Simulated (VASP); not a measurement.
# CdH2O2 (P3m1) in VASP: single point with LDA

Aim: the single point of CdH2O2 with LDA.

Program: VASP 6.6.1. These are calculated values, not measurements. Logs are shortened: lines on timing, memory, paths and dates and some standing lists are left out, and cuts for length are marked.

**1. The cell of the first run**

Symmetry: P3m1, No. 156, trigonal system. The conventional cell has a = 3.840 Å, b = 3.840 Å, c = 4.441 Å, α = 90.00°, β = 90.00°, γ = 120.00°. Cd (site symmetry 3m) has 6 H at 2.22 to 2.97 Å and 6 O at 2.39 to 2.43 Å within 3.0 Å. H (site symmetry 3m) has 1 O at 0.99 Å within 1.3 Å. H (site symmetry 3m) has 1 O at 0.98 Å within 1.3 Å. Within 1.3 Å of O (site symmetry 3m) lie 1 H at 0.99 Å. O (site symmetry 3m) has 1 H at 0.98 Å within 1.3 Å.

**2. Single point, LDA**

INCAR

```
  PREC = Accurate
  ENCUT = 600
  EDIFF = 1E-6
  ISMEAR = 0
  SIGMA = 0.01
  LREAL = False
  LASPH = True
  NELM = 120
  ALGO = Normal
  ISIF = 2
  LWAVE = False
  LCHARG = True
  GGA = CA
  LELF = True
  LVHAR = True
  NBANDS = 21
  GGA_COMPAT = False
```

KPOINTS

```
regular mesh
0
Gamma
  5 5 4
```

POSCAR

```
CdH2O2
1.0
    3.8398220000      0.0000000000      0.0000000000
   -1.9199110000      3.3253833980      0.0000000000
    0.0000000000      0.0000000000      4.4413930000
Cd H O
1 2 2
Direct
    0.3333330000      0.6666670000      0.9873000000
    0.0000000000      0.0000000000      0.0080770000
    0.6666670000      0.3333330000      0.4318850000
    0.0000000000      0.0000000000      0.7861940000
    0.6666670000      0.3333330000      0.2118940000
```

Potentials or basis: VASP PAW LDA potentials, release 64 (Cd, H, O).

Run with:

```console
$ cat potpaw_LDA.64/Cd/POTCAR potpaw_LDA.64/H/POTCAR potpaw_LDA.64/O/POTCAR > POTCAR
$ mpirun -np 1 vasp_std > vasp.out
```

OUTCAR:

```text
PREC = Accurate
   ENCUT = 600
   EDIFF = 1E-6
   ISMEAR = 0
   LREAL = False
   LASPH = True
   NELM = 120
   ISIF = 2
   GGA = CA

 ion  position               nearest neighbor table
   1  0.333  0.667  0.987-   2 2.22   2 2.22   2 2.22   4 2.39   4 2.39   4 2.39   5 2.43   5 2.43
                             5 2.43
   2  0.000  0.000  0.008-   4 0.99   1 2.22   1 2.22   1 2.22
   3  0.667  0.333  0.432-   5 0.98
   4  0.000  0.000  0.786-   2 0.99   1 2.39   1 2.39   1 2.39
   5  0.667  0.333  0.212-   3 0.98   1 2.43   1 2.43   1 2.43

  LATTYP: Found a hexagonal cell.
 ALAT       =     3.8398220000
 C/A-ratio  =     1.1566663767

  Lattice vectors:

 A1 = (   3.8398220000,   0.0000000000,   0.0000000000)
 A2 = (  -1.9199110000,   3.3253833980,   0.0000000000)
 A3 = (   0.0000000000,   0.0000000000,   4.4413930000)

Analysis of symmetry for initial positions (statically):
=====================================================================
 Subroutine PRICEL returns:
 Original cell was already a primitive cell.

 Routine SETGRP: Setting up the symmetry group for a
 hexagonal supercell.

 Subroutine GETGRP returns: Found  6 space group operations
 (whereof  6 operations were pure point group operations)
 out of a pool of 24 trial point group operations.

The static configuration has the point symmetry C_3v.

Analysis of symmetry for dynamics (positions and initial velocities):
=====================================================================
 Subroutine PRICEL returns:
 Original cell was already a primitive cell.

 Routine SETGRP: Setting up the symmetry group for a
 hexagonal supercell.

 Subroutine GETGRP returns: Found  6 space group operations
 (whereof  6 operations were pure point group operations)
 out of a pool of 24 trial point group operations.

The dynamic configuration has the point symmetry C_3v.

 Subroutine INISYM returns: Found  6 space group operations
 (whereof  6 operations are pure point group operations),
 and found     1 'primitive' translations

----------------------------------------------------------------------------------------

                                     Primitive cell

  volume of cell :      56.7116

  direct lattice vectors                    reciprocal lattice vectors
     3.839822000  0.000000000  0.000000000     0.260428739  0.150358602  0.000000000
    -1.919911000  3.325383398  0.000000000     0.000000000  0.300717205  0.000000000
     0.000000000  0.000000000  4.441393000     0.000000000  0.000000000  0.225154586

  length of vectors
     3.839822000  3.839822000  4.441393000     0.300717205  0.300717205  0.225154586

  position of ions in fractional coordinates (direct lattice)
     0.333333000  0.666667000  0.987300000
     0.000000000  0.000000000  0.008077000
     0.666667000  0.333333000  0.431885000
     0.000000000  0.000000000  0.786194000
     0.666667000  0.333333000  0.211894000

  ion indices of the primitive-cell ions
   primitive index   ion index
                 1           1
                 2           2
                 3           3
                 4           4
                 5           5

----------------------------------------------------------------------------------------

 KPOINTS: regular mesh

Automatic generation of k-mesh.
 Grid dimensions read from file:
 generate k-points for:    5    5    4

 Generating k-lattice:

  Cartesian coordinates                     Fractional coordinates (reciprocal lattice)
     0.052085748  0.030071720  0.000000000     0.200000000  0.000000000  0.000000000
     0.000000000  0.060143441  0.000000000     0.000000000  0.200000000  0.000000000
     0.000000000  0.000000000  0.056288646     0.000000000  0.000000000  0.250000000

  Length of vectors
     0.060143441  0.060143441  0.056288646

  Shift w.r.t. Gamma in fractional coordinates (k-lattice)
     0.000000000  0.000000000  0.000000000

 Subroutine IBZKPT returns following result:
 ===========================================

 Found     17 irreducible k-points:

 Following reciprocal coordinates:
            Coordinates               Weight
  0.000000  0.000000  0.000000      1.000000
  0.200000  0.000000  0.000000      6.000000
  0.400000  0.000000  0.000000      6.000000
  0.200000  0.200000  0.000000      6.000000
  0.400000  0.200000  0.000000      6.000000
  0.000000  0.000000  0.250000      2.000000
[... 9 lines left out ...]
  0.200000  0.200000  0.500000      6.000000
  0.400000  0.200000  0.500000      6.000000
   k-points           NKPTS =     17   k-points in BZ     NKDIM =     17   number of bands    NBANDS=     21
   number of dos      NEDOS =    301   number of ions     NIONS =      5
   total plane-waves  NPLWV =  36864
   dimension x,y,z NGX =    32 NGY =   32 NGZ =   36
   dimension x,y,z NGXF=    64 NGYF=   64 NGZF=   72
   ions per type =               1   2   2
   NGX,Y,Z   is equivalent  to a cutoff of  13.85, 13.85, 13.48 a.u.
   NGXF,Y,Z  is equivalent  to a cutoff of  27.71, 27.71, 26.95 a.u.
 SYSTEM =  unknown system
   PREC   = accura    normal or accurate (medium, high low for compatibility)
   ISTART =      0    job   : 0-new  1-cont  2-samecut
   ICHARG =      2    charge: 1-file 2-atom 10-const
   ISPIN  =      1    spin polarized calculation?
   LNONCOLLINEAR =      F non collinear calculations
   LSORBIT =      F    spin-orbit coupling
   LASPH  =      T    aspherical Exc in radial PAW
   ENCUT  =  600.0 eV  44.10 Ry    6.64 a.u.   7.67  7.67  8.87*2*pi/ulx,y,z
   NELM   =    120;   NELMIN=  2; NELMDL= -5     # of ELM steps
   EDIFF  = 0.1E-05   stopping-criterion for ELM
   LREAL  =      F    real-space projection
   EDIFFG = 0.1E-04   stopping-criterion for IOM
   NSW    =      0    number of steps for IOM
   IBRION =     -1    ionic relax: 0-MD 1-quasi-New 2-CG
   NFREE  =      0    steps in history (QN), initial steepest desc. (CG)
   ISIF   =      2    stress and relaxation
   ISYM   =      2    0-nonsym 1-usesym 2-fastsym
   POTIM  = 0.5000    time-step for ionic-motion
   TEBEG  =    0.0;   TEEND  =   0.0 temperature during run
   PSTRESS=    0.0 pullay stress
   NELECT =      26.0000    total number of electrons
   NUPDOWN=      -1.0000    fix difference up-down
   EMIN   =  10.00;   EMAX   =-10.00  energy-range for DOS
   EFERMI =   0.00;   METHOD = LEGACY
   ISMEAR =     0;   SIGMA  =   0.01  broadening in eV -4-tet -1-fermi 0-gaus
   EFERMI_NEDOS =   21; number of points for ismear=-14 and -15
   IALGO  =     38    algorithm
   IMIX   =      4    mixing-type and parameters
     AMIX     =   0.40;   BMIX     =  1.00
     AMIX_MAG =   1.60;   BMIX_MAG =  1.00
  volume/ion in A,a.u.               =      11.34        76.54
  Fermi-wavevector in a.u.,A,eV,Ry     =   1.262337  2.385471 21.680808  1.593494
  Thomas-Fermi vector in A             =   2.395750
   LORBIT       =      0    0 simple, 1 ext, 2 COOP (PROOUT), +10 PAW based schemes
   GGA     = CA    functional components
   LHFCALC =     F    Hartree Fock is set to
   AEXX    =    0.0000 exact exchange contribution
   IVDW    =     0    specifies the selected vdW correction
   LEPSILON=     F    determine dielectric tensor
   LRPA    =     F    only Hartree local field effects (RPA)
 non-spin polarized calculation
 Gauss-broadening in eV      SIGMA  =   0.01
  energy-cutoff  :      600.00
  volume of cell :       56.71
 maximum number of plane-waves:      1914
 NGX is ok and might be reduce to    32
   NGX = 15   NGY = 15   NGZ = 17

 number of electron      26.0000003 magnetization

 Free energy of the ion-electron system (eV)
  ---------------------------------------------------
  ext. energy  EPLUGINS =         0.00000000
  ---------------------------------------------------
  free energy    TOTEN  =       -24.01322051 eV

  energy without entropy =      -24.01322051  energy(sigma->0) =      -24.01322051

 E-fermi :  -1.0877     XC(G=0):  -9.8071

 val. band max:       -1.1869037398   @ k =   0.4000   0.0000   0.0000
 cond. band min:      -0.1249002939   @ k =   0.0000   0.0000   0.0000
 fundamental gap:      1.0620034459
 Fermi energy:        -1.0877017121

 k-point     1 :       0.0000    0.0000    0.0000
  band No.  band energies     occupation
      1     -19.1954      2.00000
      2     -18.1088      2.00000
      3      -8.0925      2.00000
      4      -7.9354      2.00000
      5      -7.9354      2.00000
      6      -7.3152      2.00000
[... 13 lines left out ...]
     20      12.7913      0.00000
     21      14.7194      0.00000

 k-point     2 :       0.2000    0.0000    0.0000
  band No.  band energies     occupation
      1     -19.0829      2.00000
      2     -18.1815      2.00000
      3      -8.0298      2.00000
      4      -7.7983      2.00000
      5      -7.7313      2.00000
      6      -7.3519      2.00000
[... 13 lines left out ...]
     20      12.7448      0.00000
     21      14.3918      0.00000

 k-point     3 :       0.4000    0.0000    0.0000
  band No.  band energies     occupation
      1     -18.8693      2.00000
      2     -18.3231      2.00000
      3      -7.8800      2.00000
      4      -7.6114      2.00000
      5      -7.5527      2.00000
      6      -7.2838      2.00000
[... 13 lines left out ...]
     20      12.0636      0.00000
     21      13.2797      0.00000
[... 289 lines left out ...]
 k-point    16 :       0.2000    0.2000    0.5000
  band No.  band energies     occupation
      1     -18.8489      2.00000
      2     -18.3380      2.00000
      3      -7.9061      2.00000
      4      -7.7776      2.00000
      5      -7.6088      2.00000
      6      -7.3172      2.00000
[... 13 lines left out ...]
     20      11.6901      0.00000
     21      14.0629      0.00000

 k-point    17 :       0.4000    0.2000    0.5000
  band No.  band energies     occupation
      1     -18.7839      2.00000
      2     -18.3541      2.00000
      3      -7.9474      2.00000
      4      -7.5963      2.00000
      5      -7.5230      2.00000
      6      -7.3276      2.00000
[... 13 lines left out ...]
     20      12.6974      0.00000
     21      14.0261      0.00000

------------------------ aborting loop because EDIFF is reached ----------------------------------------

  FORCE on cell =-STRESS in cart. coord.  units (eV):
  Direction    XX          YY          ZZ          XY          YZ          ZX
  --------------------------------------------------------------------------------------
  -------------------------------------------------------------------------------------
  Total       -3.0394167     -3.0394167     -1.0406646      0.0000000     -0.0000000      0.0000000
  in kB      -85.8674964    -85.8674964    -29.4001368      0.0000000     -0.0000000      0.0000000
  external PRESSURE =     -67.0450432 kB  Pullay stress =       0.0000000 kB

 VOLUME and BASIS-vectors are now :
 -----------------------------------------------------------------------------
  energy-cutoff  :      600.00
  volume of cell :       56.71
      direct lattice vectors                 reciprocal lattice vectors
     3.839822000  0.000000000  0.000000000     0.260428739  0.150358602  0.000000000
    -1.919911000  3.325383398  0.000000000     0.000000000  0.300717205  0.000000000
     0.000000000  0.000000000  4.441393000     0.000000000  0.000000000  0.225154586

 POSITION                                       TOTAL-FORCE (eV/Angst)
 -----------------------------------------------------------------------------------
     -0.00000      2.21692      4.38499         0.000000      0.000000     -0.046664
      0.00000      0.00000      0.03587         0.000000      0.000000      0.371669
      1.91991      1.10846      1.91817        -0.000000      0.000000      0.324235
      0.00000      0.00000      3.49180         0.000000     -0.000000      0.172203
      1.91991      1.10846      0.94110        -0.000000      0.000000     -0.821443
 -----------------------------------------------------------------------------------
    total drift:                               -0.002080      0.001201      0.000501

  FREE ENERGIE OF THE ION-ELECTRON SYSTEM (eV)
  ---------------------------------------------------
  free  energy   TOTEN  =       -24.0132205095 eV

  energy  without entropy=      -24.0132205095  energy(sigma->0) =      -24.01322051
```

It took 13 s on 1 thread of Intel Xeon Platinum 8375C at 2.90GHz (Ice Lake), shared host; peak memory 0.17 GiB.

What came out:

* Free energy: -24.0132 eV
* Pressure: -6.7 GPa
* Largest force: 0.821 eV/Å
* Band gap on the k mesh: 1.06 eV (least direct gap 1.57 eV)

Forces on the atoms (eV/Å):
```
Cd   0.000  0.000 -0.047
H    0.000  0.000  0.372
H    0.000  0.000  0.324
O    0.000  0.000  0.172
O    0.000  0.000 -0.821
```

Stress tensor (GPa, compression positive):
```
-8.59  0.00  0.00
 0.00 -8.59  0.00
 0.00  0.00 -2.94
```

Levels at points of the mesh, in eV from the valence-band top:
| k point | band 11 | band 12 | band 13 | band 14 | band 15 | band 16 |
| --- | --- | --- | --- | --- | --- | --- |
| (0.00, 0.00, 0.00) | -0.93 | -0.51 | -0.51 | 1.06 | 5.99 | 9.85 |
| (0.00, 0.00, 0.50) | -1.05 | -0.35 | -0.35 | 2.93 | 4.58 | 10.16 |

Caveat: the stress differs along the axes, from -9 to -3 GPa. A k mesh can miss the band edges.
